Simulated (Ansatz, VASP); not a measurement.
# Two plane-wave programs on Si

The input POSCAR:

```
Si
1.0
    2.4440000000      0.0000000000      0.0000000000
   -1.2220000000      2.1165660868      0.0000000000
    0.0000000000      0.0000000000      4.1520000000
Si
2
Direct
    0.3333333333      0.6666666667      0.2500000000
    0.6666666667      0.3333333333      0.7500000000
```

INCAR.step1

```
PREC = Accurate
ENCUT = 600
ISMEAR = -1
SIGMA = 0.08
LREAL = F
LASPH = T
NELM = 60
GGA = PE
ALGO = Normal
EDIFF = 1E-4
LWAVE = T
LCHARG = F
```

Contents of INCAR.step2:

```
PREC = Accurate
ENCUT = 600
EDIFF = 1E-6
ISMEAR = -1
SIGMA = 0.08
LREAL = F
LASPH = T
NELM = 60
ALGO = Normal
ISIF = 3
LWAVE = F
LCHARG = F
METAGGA = R2SCAN
LMIXTAU = T
IBRION = 2
NSW = 100
EDIFFG = -0.002
ISTART = 1
```

The input KPOINTS:

```
Automatic mesh
0
Gamma
  18 18 10
```

Input for Ansatz:

```yaml
crystal:
  lattice:
    - [2.44399999998, 0.0, 0.0]
    - [-1.22199999999, 2.11656608683, 0.0]
    - [0.0, 0.0, 4.152]
  atoms:
    - { symbol: Si, position: [0.333333333333, 0.666666666667, 0.25] }
    - { symbol: Si, position: [0.666666666667, 0.333333333333, 0.75] }
kpoints:
  mp_grid: { grid: [18, 18, 10] }
scf:
  occupations: { method: fermi_dirac, width: 0.08 }
hamiltonian:
  xc: r2scan
  pseudopotentials: { kind: paw }
relax:
  f_tol: 0.002
  max_steps: 80
  cell: {}
output:
  forces: true
  stress: true
```

Alike in both runs: task relaxation of cell and atoms; functional r2SCAN; k mesh 18 × 18 × 10; occupations fermi-dirac, width 0.08 eV; no spin polarisation.

|  | VASP | Ansatz |
| --- | --- | --- |
| version | VASP 6.6.1 | Ansatz 0.2.0 |
| potentials or method | VASP PAW PBE potentials, release 64 (Si) | PAW with Ansatz's default frozen-core files, scalar-relativistic |
| plane-wave cutoff (eV) | 600 | 500 |
| valence electrons in the cell | 8 | 8 |

Ansatz gave:

* relaxed volume (Å³/atom): 13.72
* relaxed length of the cell vector where the two differ most in proportion (Å): 4.541

Problem. What did VASP give for the same quantities?

Solution. Relaxed volume (Å³/atom): 13.73; relaxed length of the cell vector where the two differ most in proportion (Å): 4.543.

VASP's potentials were made for PBE, not for r2SCAN.

Noted on VASP's run: the volume moved by over 15 % at a fixed basis, so the end points are rough.
